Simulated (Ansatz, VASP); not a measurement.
## GaSb3 in VASP and in Ansatz

File INCAR:

```
ALGO = Normal ; EDIFF = 1E-6
ENCUT = 520 ; GGA = CA
ISIF = 2 ; ISMEAR = -1
LASPH = T ; LCHARG = T
LELF = T ; LREAL = F
LVHAR = T ; LWAVE = F
NBANDS = 22 ; NELM = 100
PREC = Accurate ; SIGMA = 0.05
```

The input KPOINTS:

```
k-points
0
Gamma
  6 6 6
```

The input POSCAR:

```
GaSb3
1.0
    0.0000000000      3.7553016472      3.7553016472
    3.7553016472      0.0000000000      3.7553016472
    3.7553016472      3.7553016472      0.0000000000
Sb Ga
3 1
Direct
    0.5000000000      0.5000000000      0.5000000000
    0.7500000000      0.7500000000      0.7500000000
    0.2500000000      0.2500000000      0.2500000000
    0.0000000000      0.0000000000      0.0000000000
```

Contents of input.yaml:

```yaml
crystal:
  lattice:
    - [0.0, 3.7553016472, 3.7553016472]
    - [3.7553016472, 0.0, 3.7553016472]
    - [3.7553016472, 3.7553016472, 0.0]
  atoms:
    - { symbol: Sb, position: [0.5, 0.5, 0.5] }
    - { symbol: Sb, position: [0.75, 0.75, 0.75] }
    - { symbol: Sb, position: [0.25, 0.25, 0.25] }
    - { symbol: Ga, position: [0.0, 0.0, 0.0] }
kpoints:
  mp_grid: { grid: [6, 6, 6] }
scf:
  occupations: { method: fermi_dirac, width: 0.05 }
hamiltonian:
  xc: lda
  pseudopotentials: { kind: all_electron, lapw: { basis_error: 0.002 } }
output:
  forces: true
  stress: true
  eigenvalues: true
```

Change from the starting cell: volume scaled by 1.02.

Alike in both runs: task single point; functional LDA; k mesh 6 × 6 × 6; occupations fermi-dirac, width 0.05 eV; no spin polarisation.

|  | VASP | Ansatz |
| --- | --- | --- |
| version | VASP 6.6.1 | Ansatz 0.2.0 |
| potentials or method | VASP PAW LDA potentials, release 64 (Sb, Ga_d), cutoff 520 eV | all-electron LAPW, scalar-relativistic |

```csv
,VASP,Ansatz,Ansatz less VASP
gap on the k mesh at the Fermi level (eV),none,none,-
pressure (GPa),-5.3,-5.2,0.00
```

LDA's correlation is that of Perdew and Zunger in VASP and of Perdew and Wang (1992) in Ansatz. A gap of «none» marks a metal or a gap that the smearing closes. Ansatz ran all-electron here, and VASP with PAW potentials.

Spin-orbit coupling is off throughout.
